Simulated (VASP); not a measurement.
# Ru (Fd-3m) in VASP: a series of runs

The runs below take Ru through single point, relaxation of cell and atoms, with revPBE.

Program: VASP 6.6.1. These are calculated values, not measurements. Logs are shortened: lines on timing, memory, paths and dates and some standing lists are left out, and cuts for length are marked.

### 1 The cell of the first run

The structure is cubic, space group Fd-3m (No. 227). The conventional cell has a = 5.377 Å, b = 5.377 Å, c = 5.377 Å, α = 90.00°, β = 90.00°, γ = 90.00°. Within 3.1 Å of Ru (site symmetry -43m) lie 4 Ru at 2.33 Å.

This isn't the form of Ru at room conditions, which is hcp.

### 2 Single point, revPBE

File INCAR:

```
PREC     = Accurate       # precision mode
ENCUT    = 500            # plane-wave cutoff, eV
EDIFF    = 1E-6           # SCF threshold, eV
ISMEAR   = -1             # smearing method
SIGMA    = 0.1            # smearing width, eV
LREAL    = False          # projectors in reciprocal space
LASPH    = True           # aspherical terms in the spheres
NELM     = 120            # most SCF steps
ALGO     = Normal         # electronic algorithm
ISIF     = 2              # what is computed and relaxed
LWAVE    = False          # write WAVECAR
LCHARG   = False          # write CHGCAR
GGA      = RE             # functional
NBANDS   = 21             # bands
GGA_COMPAT= False
```

File KPOINTS:

```
regular mesh
0
Gamma
  6 6 6
```

File POSCAR:

```
Ru
1.0
    0.0000000000      2.6886389268      2.6886389268
    2.6886389268      0.0000000000      2.6886389268
    2.6886389268      2.6886389268      0.0000000000
Ru
2
Direct
    1.0000000000      1.0000000000      1.0000000000
    0.2500000000      0.2500000000      0.2500000000
```

Potentials or basis: VASP PAW PBE potentials, release 64 (Ru_pv).

On the command line:

```console
cat potpaw_PBE.64/Ru_pv/POTCAR > POTCAR
mpirun -np 1 vasp_std > vasp.out
```

OUTCAR:

```text
PREC = Accurate
   ENCUT = 500
   EDIFF = 1E-6
   ISMEAR = -1
   LREAL = False
   LASPH = True
   NELM = 120
   ISIF = 2
   GGA = RE

 ion  position               nearest neighbor table
   1  0.000  0.000  0.000-   2 2.33   2 2.33   2 2.33   2 2.33
   2  0.250  0.250  0.250-   1 2.33   1 2.33   1 2.33   1 2.33

  LATTYP: Found a face centered cubic cell.
 ALAT       =     5.3772778536

  Lattice vectors:

 A1 = (   0.0000000000,   2.6886389268,   2.6886389268)
 A2 = (   2.6886389268,   0.0000000000,   2.6886389268)
 A3 = (   2.6886389268,   2.6886389268,   0.0000000000)

Analysis of symmetry for initial positions (statically):
=====================================================================
 Subroutine PRICEL returns:
 Original cell was already a primitive cell.

 Routine SETGRP: Setting up the symmetry group for a
 face centered cubic supercell.

 Subroutine GETGRP returns: Found 48 space group operations
 (whereof 24 operations were pure point group operations)
 out of a pool of 48 trial point group operations.

The static configuration has the point symmetry T_d .
 The point group associated with its full space group is O_h .

Analysis of symmetry for dynamics (positions and initial velocities):
=====================================================================
 Subroutine PRICEL returns:
 Original cell was already a primitive cell.

 Routine SETGRP: Setting up the symmetry group for a
 face centered cubic supercell.

 Subroutine GETGRP returns: Found 48 space group operations
 (whereof 24 operations were pure point group operations)
 out of a pool of 48 trial point group operations.

The dynamic configuration has the point symmetry T_d .
 The point group associated with its full space group is O_h .

 Subroutine INISYM returns: Found 48 space group operations
 (whereof 24 operations are pure point group operations),
 and found     1 'primitive' translations

----------------------------------------------------------------------------------------

                                     Primitive cell

  volume of cell :      38.8712

  direct lattice vectors                    reciprocal lattice vectors
     0.000000000  2.688638927  2.688638927    -0.185967701  0.185967701  0.185967701
     2.688638927  0.000000000  2.688638927     0.185967701 -0.185967701  0.185967701
     2.688638927  2.688638927  0.000000000     0.185967701  0.185967701 -0.185967701

  length of vectors
[... 67 lines left out ...]
   ISPIN  =      1    spin polarized calculation?
   LNONCOLLINEAR =      F non collinear calculations
   LSORBIT =      F    spin-orbit coupling
   LASPH  =      T    aspherical Exc in radial PAW
   ENCUT  =  500.0 eV  36.75 Ry    6.06 a.u.   6.93  6.93  6.93*2*pi/ulx,y,z
   NELM   =    120;   NELMIN=  2; NELMDL= -5     # of ELM steps
   EDIFF  = 0.1E-05   stopping-criterion for ELM
   LREAL  =      F    real-space projection
   EDIFFG = 0.1E-04   stopping-criterion for IOM
   NSW    =      0    number of steps for IOM
   IBRION =     -1    ionic relax: 0-MD 1-quasi-New 2-CG
   NFREE  =      0    steps in history (QN), initial steepest desc. (CG)
   ISIF   =      2    stress and relaxation
   ISYM   =      2    0-nonsym 1-usesym 2-fastsym
   POTIM  = 0.5000    time-step for ionic-motion
   TEBEG  =    0.0;   TEEND  =   0.0 temperature during run
   PSTRESS=    0.0 pullay stress
   NELECT =      28.0000    total number of electrons
   NUPDOWN=      -1.0000    fix difference up-down
   EMIN   =  10.00;   EMAX   =-10.00  energy-range for DOS
   EFERMI =   0.00;   METHOD = LEGACY
   ISMEAR =    -1;   SIGMA  =   0.10  broadening in eV -4-tet -1-fermi 0-gaus
   EFERMI_NEDOS =   21; number of points for ismear=-14 and -15
   IALGO  =     38    algorithm
   IMIX   =      4    mixing-type and parameters
     AMIX     =   0.40;   BMIX     =  1.00
     AMIX_MAG =   1.60;   BMIX_MAG =  1.00
  volume/ion in A,a.u.               =      19.44       131.16
  Fermi-wavevector in a.u.,A,eV,Ry     =   1.467523  2.773217 29.301845  2.153625
  Thomas-Fermi vector in A             =   2.583131
   LORBIT       =      0    0 simple, 1 ext, 2 COOP (PROOUT), +10 PAW based schemes
   GGA     = RE    functional components
   LHFCALC =     F    Hartree Fock is set to
   AEXX    =    0.0000 exact exchange contribution
   IVDW    =     0    specifies the selected vdW correction
   LEPSILON=     F    determine dielectric tensor
   LRPA    =     F    only Hartree local field effects (RPA)
 non-spin polarized calculation
  energy-cutoff  :      500.00
  volume of cell :       38.87
 maximum number of plane-waves:      1002
   NGX = 13   NGY = 13   NGZ = 13

 number of electron      27.9999991 magnetization

 Free energy of the ion-electron system (eV)
  ---------------------------------------------------
  ext. energy  EPLUGINS =         0.00000000
  ---------------------------------------------------
  free energy    TOTEN  =       -15.13695043 eV

  energy without entropy =      -15.06794324  energy(sigma->0) =      -15.10244683

 E-fermi :   7.6558     XC(G=0): -11.4922

 val. band max:        7.6046085799   @ k =   0.5000   0.1667   0.0000
 cond. band min:       7.7552793816   @ k =  -0.1667   0.1667   0.0000
 fundamental gap:      0.1506708017
 Fermi energy:         7.6557501890

 k-point     1 :       0.0000    0.0000    0.0000
  band No.  band energies     occupation
      1     -35.6130      2.00000
      2     -35.6130      2.00000
      3     -35.6130      2.00000
      4     -34.6306      2.00000
      5     -34.6306      2.00000
      6     -34.6306      2.00000
[... 373 lines left out ...]
     20      12.2024      0.00000
     21      18.5915      0.00000

------------------------ aborting loop because EDIFF is reached ----------------------------------------

  FORCE on cell =-STRESS in cart. coord.  units (eV):
  Direction    XX          YY          ZZ          XY          YZ          ZX
  --------------------------------------------------------------------------------------
  -------------------------------------------------------------------------------------
  Total        2.5076450      2.5076450      2.5076450     -0.0000000     -0.0000000     -0.0000000
  in kB      103.3592121    103.3592121    103.3592121     -0.0000000     -0.0000000     -0.0000000
  external PRESSURE =     103.3592121 kB  Pullay stress =       0.0000000 kB

 VOLUME and BASIS-vectors are now :
 -----------------------------------------------------------------------------
  energy-cutoff  :      500.00
  volume of cell :       38.87
      direct lattice vectors                 reciprocal lattice vectors
     0.000000000  2.688638927  2.688638927    -0.185967701  0.185967701  0.185967701
     2.688638927  0.000000000  2.688638927     0.185967701 -0.185967701  0.185967701
     2.688638927  2.688638927  0.000000000     0.185967701  0.185967701 -0.185967701

 POSITION                                       TOTAL-FORCE (eV/Angst)
 -----------------------------------------------------------------------------------
      0.00000      0.00000      0.00000        -0.000000     -0.000000     -0.000000
      1.34432      1.34432      1.34432         0.000000      0.000000      0.000000
 -----------------------------------------------------------------------------------
    total drift:                                0.000000      0.000000      0.000000

  FREE ENERGIE OF THE ION-ELECTRON SYSTEM (eV)
  ---------------------------------------------------
  free  energy   TOTEN  =       -15.1369504317 eV

  energy  without entropy=      -15.0679432366  energy(sigma->0) =      -15.10244683
```

stdout:

```text
POSCAR found type information on POSCAR Ru
 POSCAR found :  1 types and       2 ions
 scaLAPACK will be used
 -----------------------------------------------------------------------------
|                                                                             |
|                                                                             |
|     You enforced a specific xc type in the INCAR file but a different       |
|     I HOPE YOU KNOW WHAT YOU ARE DOING!                                     |
|                                                                             |
 -----------------------------------------------------------------------------

 LDA part: xc-table for (Slater+PW92), standard interpolation
 POSCAR, INCAR and KPOINTS ok, starting setup
 FFT: planning ... GRIDC
 FFT: planning ... GRID_SOFT
 FFT: planning ... GRID
 WAVECAR not read
 entering main loop
```

Wall time 24 s (1 thread of AMD EPYC 7R43 (Zen 3), shared host); peak memory 0.11 GiB.

Results:

- Free energy: -15.1370 eV
- Pressure: 10.3 GPa
- Band gap on the k mesh: zero (bands 14 and 15 overlap by 0.77 eV)

Levels at points of the mesh, in eV from the Fermi level:
```csv
k point,band 12,band 13,band 14,band 15,band 16,band 17
"(0.00, 0.00, 0.00)",-3.35,-0.49,-0.49,-0.49,1.96,1.96
"(0.50, 0.00, 0.00)",-3.28,-0.41,0.23,0.23,1.48,1.48
"(0.50, 0.50, 0.00)",-1.39,-1.36,-1.36,1.78,1.78,3.50
```

Caveat: the cell stands under pressure; the PAW data sets were made with another functional, which shifts forces and pressure a little.

### 3 Single point, revPBE

This run uses another cell than the first one, of 20.57 Å³/atom.

File INCAR:

```
SYSTEM = Ru
  ALGO = Normal
  EDIFF = 1E-6
  ENCUT = 500
  GGA = RE
  GGA_COMPAT = .FALSE.
  ISIF = 2
  ISMEAR = -1
  LASPH = .TRUE.
  LCHARG = .FALSE.
  LREAL = .FALSE.
  LWAVE = .FALSE.
  NBANDS = 21
  NELM = 120
  PREC = Accurate
  SIGMA = 0.1
```

File KPOINTS:

```
k-points
0
G
  6 6 6
  0 0 0
```

File POSCAR:

```
Ru
1.0
    0.0000000000      2.7397610345      2.7397610345
    2.7397610345      0.0000000000      2.7397610345
    2.7397610345      2.7397610345      0.0000000000
Ru
2
Direct
    1.0000000000      1.0000000000      1.0000000000
    0.2500000000      0.2500000000      0.2500000000
```

Potentials or basis: VASP PAW PBE potentials, release 64 (Ru_pv).

On the command line:

```console
cat potpaw_PBE.64/Ru_pv/POTCAR > POTCAR
mpirun -np 1 vasp_std > vasp.out
```

It took 18 s on 1 thread of AMD EPYC 7R43 (Zen 3), shared host; peak memory 0.12 GiB.

It converged, with:

| Property | Result |
| --- | --- |
| Free energy | -15.2086 eV |
| Pressure | 0.2 GPa |
| Band gap on the k mesh | zero (bands 14 and 15 overlap by 0.70 eV) |

Levels at points of the mesh, in eV from the Fermi level:
```tsv
k point	band 11	band 12	band 13	band 14	band 15	band 16	band 17	band 18
(0.00, 0.00, 0.00)	-3.16	-3.16	-0.46	-0.46	-0.46	1.78	1.78	10.99
(0.50, 0.00, 0.00)	-3.39	-3.15	-0.35	0.19	0.19	1.35	1.35	3.00
(0.50, 0.50, 0.00)	-1.39	-1.39	-1.24	-1.24	1.63	1.63	3.31	3.31
```

Caveat: the PAW data sets were made with another functional, which shifts forces and pressure a little.

### 4 Relaxation of cell and atoms, revPBE

This run uses another cell than the first one, of 17.68 Å³/atom.

File INCAR:

```
SYSTEM = Ru
PREC     = Accurate       ! precision mode
ENCUT    = 500            ! plane-wave cutoff, eV
EDIFF    = 1E-7           ! SCF threshold, eV
ISMEAR   = -1             ! smearing method
SIGMA    = 0.1            ! smearing width, eV
LREAL    = .False.        ! projectors in reciprocal space
LASPH    = .True.         ! aspherical terms in the spheres
NELM     = 120            ! most SCF steps
ALGO     = Normal         ! electronic algorithm
ISIF     = 3              ! what is computed and relaxed
LWAVE    = .False.        ! write WAVECAR
LCHARG   = .False.        ! write CHGCAR
GGA      = RE             ! functional
IBRION   = 2              ! ionic algorithm
NSW      = 80             ! ionic steps
EDIFFG   = -0.02          ! ionic threshold
GGA_COMPAT= .False.      
NELMIN   = 4
```

File KPOINTS:

```
Automatic mesh
0
Gamma
  6 6 6
  0 0 0
```

File POSCAR:

```
Ru
1.0
    0.0000000000      2.6050000000      2.6050000000
    2.6050000000      0.0000000000      2.6050000000
    2.6050000000      2.6050000000      0.0000000000
Ru
2
Direct
    1.0000000000      1.0000000000      1.0000000000
    0.2500000000      0.2500000000      0.2500000000
```

Potentials or basis: VASP PAW PBE potentials, release 64 (Ru_pv).

On the command line:

```console
cat potpaw_PBE.64/Ru_pv/POTCAR > POTCAR
mpirun -np 1 vasp_std > vasp.out
```

OUTCAR:

```text
SYSTEM = Ru
   PREC = Accurate
   ENCUT = 500
   EDIFF = 1E-7
   ISMEAR = -1
   LREAL = .False.
   LASPH = .True.
   NELM = 120
   ISIF = 3
   GGA = RE
   IBRION = 2
   NSW = 80
   EDIFFG = -0.02
   NELMIN = 4

 ion  position               nearest neighbor table
   1  0.000  0.000  0.000-   2 2.26   2 2.26   2 2.26   2 2.26
   2  0.250  0.250  0.250-   1 2.26   1 2.26   1 2.26   1 2.26

  LATTYP: Found a face centered cubic cell.
 ALAT       =     5.2100000000

  Lattice vectors:

 A1 = (   0.0000000000,   2.6050000000,   2.6050000000)
 A2 = (   2.6050000000,   0.0000000000,   2.6050000000)
 A3 = (   2.6050000000,   2.6050000000,   0.0000000000)

Analysis of symmetry for initial positions (statically):
=====================================================================
 Subroutine PRICEL returns:
 Original cell was already a primitive cell.

 Routine SETGRP: Setting up the symmetry group for a
 face centered cubic supercell.

 Subroutine GETGRP returns: Found 48 space group operations
 (whereof 24 operations were pure point group operations)
 out of a pool of 48 trial point group operations.

The static configuration has the point symmetry T_d .
 The point group associated with its full space group is O_h .
[... 156 lines left out ...]

  FORCE on cell =-STRESS in cart. coord.  units (eV):
  Direction    XX          YY          ZZ          XY          YZ          ZX
  --------------------------------------------------------------------------------------
  -------------------------------------------------------------------------------------
  Total        7.5378872      7.5378872      7.5378872     -0.0000000     -0.0000000     -0.0000000
  in kB      341.5914868    341.5914868    341.5914868     -0.0000000     -0.0000000     -0.0000000
  external PRESSURE =     341.5914868 kB  Pullay stress =       0.0000000 kB
[... 23 lines left out ...]
--------------------------------------- Ionic step        2  -------------------------------------------

 number of electron      28.0000022 magnetization

 E-fermi :   3.3700     XC(G=0):  -9.3496

 val. band max:        3.2648191474   @ k =   0.5000   0.1667   0.0000
 cond. band min:       3.3716433240   @ k =   0.3333   0.1667   0.0000
 fundamental gap:      0.1068241766
 Fermi energy:         3.3699723078

 k-point     1 :       0.0000    0.0000    0.0000
  band No.  band energies     occupation
      1     -39.0802      2.00000
      2     -39.0802      2.00000
      3     -39.0802      2.00000
      4     -38.7789      2.00000
      5     -38.7789      2.00000
      6     -38.7789      2.00000
[... 432 lines left out ...]
--------------------------------------- Ionic step        5  -------------------------------------------

 number of electron      28.0000003 magnetization

 Free energy of the ion-electron system (eV)
  ---------------------------------------------------
  ext. energy  EPLUGINS =         0.00000000
  ---------------------------------------------------
  free energy    TOTEN  =       -15.20525877 eV

  energy without entropy =      -15.13244503  energy(sigma->0) =      -15.16885190

 E-fermi :   6.9277     XC(G=0): -11.1768

 val. band max:        6.8667644949   @ k =   0.5000   0.1667   0.0000
 cond. band min:       7.0296728470   @ k =  -0.1667   0.1667   0.0000
 fundamental gap:      0.1629083521
 Fermi energy:         6.9276595699

 k-point     1 :       0.0000    0.0000    0.0000
  band No.  band energies     occupation
      1     -36.1860      2.00000
      2     -36.1860      2.00000
      3     -36.1860      2.00000
      4     -35.3461      2.00000
      5     -35.3461      2.00000
      6     -35.3461      2.00000
[... 354 lines left out ...]
  FREE ENERGIE OF THE ION-ELECTRON SYSTEM (eV)
  ---------------------------------------------------
  free  energy   TOTEN  =       -15.2052587650 eV

  energy  without entropy=      -15.1324450256  energy(sigma->0) =      -15.16885190

 reached required accuracy - stopping structural energy minimisation
```

OSZICAR:

```text
N       E                     dE             d eps       ncg     rms          rms(c)
DAV:   1     0.286593931413E+03    0.28659E+03   -0.17084E+04   576   0.158E+03
DAV:   2    -0.805242042456E+01   -0.29465E+03   -0.28774E+03   608   0.472E+02
DAV:   3    -0.149047237719E+02   -0.68523E+01   -0.65889E+01   666   0.756E+01
[... 57 lines left out ...]
DAV:   4    -0.152052599555E+02   -0.98143E-04   -0.18989E-04   592   0.863E-02    0.804E-03
DAV:   5    -0.152052590380E+02    0.91752E-06   -0.11834E-05   680   0.287E-02    0.692E-03
DAV:   6    -0.152052584866E+02    0.55132E-06   -0.92710E-07   644   0.898E-03    0.652E-04
DAV:   7    -0.152052586694E+02   -0.18272E-06   -0.25202E-08   302   0.125E-03    0.445E-04
DAV:   8    -0.152052587650E+02   -0.95653E-07   -0.82527E-09   288   0.645E-04
   5 F= -.15205259E+02 E0= -.15168852E+02  d E =-.536311E+00
```

CONTCAR:

```text
Ru
   1.00000000000000
    -0.0000000000000000    2.7404907546857578    2.7404907546857578
     2.7404907546857578   -0.0000000000000000    2.7404907546857578
     2.7404907546857578    2.7404907546857578   -0.0000000000000000
  Ru
     2
Direct
     0.0000000000000000    0.0000000000000000    0.0000000000000000
     0.2500000000000000    0.2500000000000000    0.2500000000000000

  0.00000000E+00  0.00000000E+00  0.00000000E+00
  0.00000000E+00  0.00000000E+00  0.00000000E+00
```

Wall time 100 s (1 thread of AMD EPYC 7R43 (Zen 3), shared host); peak memory 0.12 GiB.

What came out:

```
Free energy                           : -15.2053 eV
Relaxed volume                        : 20.58 Å³/atom
Relaxed cell                          : a = 3.876 Å, b = 3.876 Å, c = 3.876 Å, α = 60.00°, β = 60.00°, γ = 60.00°
Space group after relaxing (to 0.1 Å) : Fd-3m (No. 227)
Pressure after relaxing               : 0.0 GPa
Band gap on the k mesh                : zero (bands 14 and 15 overlap by 0.70 eV)
```

Final structure:
```yaml
crystal:
  lattice:
    - [0.00000, 2.74049, 2.74049]
    - [2.74049, 0.00000, 2.74049]
    - [2.74049, 2.74049, 0.00000]
  atoms:
    - { symbol: Ru, position: [0.00000, 0.00000, 0.00000] }
    - { symbol: Ru, position: [0.25000, 0.25000, 0.25000] }
```

Caveat: the volume moved by over 15 % at a fixed basis, so the end points are rough; the PAW data sets were made with another functional, which shifts forces and pressure a little.

(Part 1 of 2 ends here.)

The gap in the log of VASP goes by the Fermi energy; the results here count the filled bands.